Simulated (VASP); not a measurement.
# Ni (P-1) in VASP: notebook, part 2 of 2

VASP 6.6.1. The steps go on from the part before.

### 3 Relaxation of cell and atoms, PBE, collinear spin, ferromagnetic start, target pressure 10 GPa, at which the enthalpy is minimised

The input, INCAR:

```
PREC = Accurate
ENCUT = 600
EDIFF = 1E-7
ISMEAR = -1
SIGMA = 0.05
LREAL = F
LASPH = T
NELM = 150
ALGO = Fast
ISIF = 3
LWAVE = F
LCHARG = F
ISPIN = 2
MAGMOM = 1 1
LORBIT = 11
LMAXMIX = 4
GGA = PE
IBRION = 2
NSW = 60
EDIFFG = -0.01
PSTRESS = 100.0
```

The input, KPOINTS:

```
regular mesh
0
Gamma
  8 9 5
```

The input, POSCAR:

```
Ni
1.0
   -1.3842675000      1.4027401800      1.4212320000
    1.3509116500     -1.3798624300      1.3649984000
    2.7334598100      2.7808832700     -0.0104781100
Ni
2
Direct
    0.0032522200      0.9959975600      0.0006908000
    0.4967477800      0.5040024400      0.4993092000
```

Potentials or basis: VASP PAW PBE potentials, release 64 (Ni).

Started as:

```console
$ cat potpaw_PBE.64/Ni/POTCAR > POTCAR
$ mpirun -np 1 vasp_std > vasp.out
```

OUTCAR:

```text
PREC = Accurate
   ENCUT = 600
   EDIFF = 1E-7
   ISMEAR = -1
   LREAL = F
   LASPH = T
   NELM = 150
   ISIF = 3
   ISPIN = 2
   LORBIT = 11
   GGA = PE
   IBRION = 2
   NSW = 60
   EDIFFG = -0.01
   PSTRESS = 100.0

 ion  position               nearest neighbor table
   1  0.003  0.996  0.001-   2 2.39   2 2.39   2 2.40   2 2.41   2 2.72   2 2.75   2 2.76   2 2.81

   2  0.497  0.504  0.499-   1 2.39   1 2.39   1 2.40   1 2.41   1 2.72   1 2.75   1 2.76   1 2.81

  LATTYP: Found a triclinic cell.
 ALAT       =     2.3647839740
 B/A-ratio  =     1.1783418708
 C/A-ratio  =     1.6489403252
 COS(alpha) =     0.0052229270
 COS(beta)  =     0.0172294371
 COS(gamma) =     0.5655293548

  Lattice vectors:

[... 1267 lines left out ...]
 number of electron      20.0000001 magnetization       1.2127366

 Free energy of the ion-electron system (eV)
  ---------------------------------------------------
  ext. energy  EPLUGINS =         0.00000000
  ---------------------------------------------------
  free energy    TOTEN  =       -10.92822023 eV

  energy without entropy =      -10.90231702  energy(sigma->0) =      -10.91526863

 E-fermi :  10.0382     XC(G=0): -13.5270

 val. band max:       10.0341724616   @ k =  -0.0000  -0.0000   0.2000
 cond. band min:      10.0431541457   @ k =  -0.3750   0.4444   0.0000
 fundamental gap:      0.0089816842
 Fermi energy:        10.0382197559

 spin component 1

 k-point     1 :       0.0000    0.0000    0.0000
  band No.  band energies     occupation
      1       0.7068      1.00000
      2       5.1200      1.00000
      3       5.6141      1.00000
      4       7.4771      1.00000
      5       7.4972      1.00000
      6       7.5192      1.00000
      7       8.7446      1.00000
      8       8.7639      1.00000
      9       9.5141      0.99997
     10       9.5922      0.99987
     11       9.6021      0.99984
     12      12.5555      0.00000
[... 886 lines left out ...]
  energy  without entropy=      -10.9023170214  energy(sigma->0) =      -10.91526863

  enthalpy is  TOTEN    =        -9.6307782459 eV   P V=        1.2974419889

 reached required accuracy - stopping structural energy minimisation

 total charge

# of ion       s       p       d       tot
------------------------------------------
    1        0.518   0.539   8.338   9.395
    2        0.518   0.539   8.338   9.395
--------------------------------------------------
tot          1.035   1.078  16.677  18.790

 magnetization (x)

# of ion       s       p       d       tot
------------------------------------------
    1       -0.007  -0.026   0.647   0.614
    2       -0.007  -0.026   0.647   0.614
--------------------------------------------------
tot         -0.013  -0.052   1.293   1.228
```

OSZICAR:

```text
N       E                     dE             d eps       ncg     rms          rms(c)
DAV:   1     0.958646912585E+02    0.95865E+02   -0.10484E+04 11284   0.212E+03
DAV:   2    -0.984159411944E+01   -0.10571E+03   -0.10076E+03 10937   0.293E+02
[... 432 lines left out ...]
RMM:   2    -0.109282456829E+02    0.71955E-04   -0.44553E-04 10860   0.306E-01    0.439E-02
RMM:   3    -0.109282236409E+02    0.22042E-04   -0.83499E-05 10860   0.147E-01    0.181E-02
RMM:   4    -0.109282205143E+02    0.31267E-05   -0.70029E-06 10866   0.289E-02    0.774E-03
RMM:   5    -0.109282203829E+02    0.13138E-06   -0.15967E-06 11195   0.171E-02    0.197E-03
RMM:   6    -0.109282202740E+02    0.10887E-06   -0.50672E-07  9024   0.779E-03    0.117E-03
RMM:   7    -0.109282202348E+02    0.39240E-07   -0.89706E-08  6101   0.372E-03
  38 F= -.96307782E+01 E0= -.96178266E+01  d E =-.143801E-04  mag=     1.2127
```

CONTCAR:

```text
Ni
   1.00000000000000
    -1.2266975449828752    1.2264553323406675    1.7375033660136618
     1.2288454375373032   -1.2255770153700709    1.7265958145136815
     2.4443249529382536    2.4467074024658140   -0.0024346270905412
  Ni
     2
Direct
     0.0002513475556495    0.9999953190499722    0.0000621269955893
     0.4997486524443506    0.5000046809500278    0.4999378730044108

  0.00000000E+00  0.00000000E+00  0.00000000E+00
  0.00000000E+00  0.00000000E+00  0.00000000E+00
```

It took 32 min on 1 thread of Intel Xeon Platinum 8375C at 2.90GHz (Ice Lake), shared host; peak memory 0.3 GiB.

Results:

```
Free energy                                                : -10.9282 eV
Relaxed volume                                             : 10.39 Å³/atom
Relaxed cell                                               : a = 2.455 Å, b = 2.448 Å, c = 3.458 Å, α = 89.99°, β = 90.01°, γ = 90.10°
Space group after relaxing (to 0.1 Å)                      : Fm-3m (No. 225)
Energy change on relaxing (the run minimises the enthalpy) : -94.2 meV/atom
Ionic steps                                                : 38
Pressure after relaxing                                    : 10.1 GPa
Largest force after relaxing                               : 0.008 eV/Å
Net moment                                                 : 1.21 μB per cell
Site moments                                               : Ni +0.61 μB
Valence electrons inside the program's atomic spheres      : Ni 9.39
```

Forces on the atoms (eV/Å):
```
Ni   0.000 -0.007 -0.005
Ni   0.000  0.007  0.005
```

Stress tensor (GPa, compression positive):
```
10.04 -0.02  0.02
-0.02 10.11  0.00
 0.02  0.00 10.11
```

The path:
```tsv
step	energy change (eV)	largest force (eV/Å)	pressure (GPa)	volume (Å³)
1	0.0000	0.0577	7.54	21.19
2	0.0214	0.0170	13.11	20.69
3	0.0121	0.0240	11.53	20.82
4	-0.0028	0.0173	9.15	21.02
5	-0.0009	0.0162	9.53	20.99
6	-0.0041	0.0170	9.42	21.00
7	-0.0155	0.0363	9.14	21.03
8	-0.0345	0.1242	9.39	21.03
9	0.0932	0.5856	14.76	20.87
10	-0.0352	0.1237	9.46	21.03
11	-0.0351	0.1403	9.52	21.03
12	-0.0360	0.1409	9.64	21.02
13	-0.0365	0.1467	9.94	21.01
14	-0.0386	0.1280	9.89	21.00
15	-0.0440	0.0873	9.85	20.99
16	-0.0509	0.1244	10.10	20.96
17	-0.0478	0.3523	11.05	20.88
18	-0.0520	0.2483	10.46	20.92
19	-0.0543	0.2552	10.45	20.92
20	-0.0612	0.2747	10.32	20.93
21	-0.0757	0.3149	10.18	20.92
22	-0.1012	0.3924	10.35	20.89
23	-0.0802	0.4935	13.21	20.71
24	-0.1095	0.4458	10.89	20.84
25	-0.1327	0.4035	10.18	20.88
26	-0.1520	0.3263	9.29	20.93
27	-0.1552	0.3390	9.37	20.92
28	-0.1669	0.3033	9.49	20.89
29	-0.1824	0.1718	10.33	20.77
30	-0.1813	0.1362	10.63	20.74
31	-0.1864	0.0950	10.05	20.79
32	-0.1943	0.0466	8.78	20.90
33	-0.1877	0.0364	10.18	20.78
34	-0.1876	0.0363	10.22	20.78
35	-0.1886	0.0170	10.04	20.79
36	-0.1892	0.0142	9.96	20.80
37	-0.1891	0.0133	9.91	20.80
38	-0.1884	0.0082	10.09	20.79
```

Final structure:
```
CELL_PARAMETERS angstrom
-1.22670 1.22646 1.73750
1.22885 -1.22558 1.72660
2.44432 2.44671 -0.00243
ATOMIC_POSITIONS crystal
Ni 0.00025 0.00000 0.00006
Ni 0.49975 0.50000 0.49994
```

Levels at points of the mesh, in eV from the Fermi level:
Spin up:
```csv
k point,band 7,band 8,band 9,band 10,band 11,band 12,band 13,band 14,band 15
"(0.00, 0.00, 0.00)",-1.29,-1.27,-0.52,-0.45,-0.44,2.52,9.69,15.14,15.29
"(0.50, 0.00, 0.00)",-1.75,-1.74,-1.43,-1.43,1.04,1.04,11.91,11.93,13.39
```
Spin down:
```
           k point  band 8  band 9  band 10  band 11  band 12  band 13
(0.00, 0.00, 0.00)   -0.71    0.07     0.41     0.42     2.48     9.92
(0.50, 0.00, 0.00)   -1.20   -0.63    -0.62     1.60     1.60    12.11
```

Caveat: the cell is relaxed towards a set pressure, so the run minimises the enthalpy, not the energy.
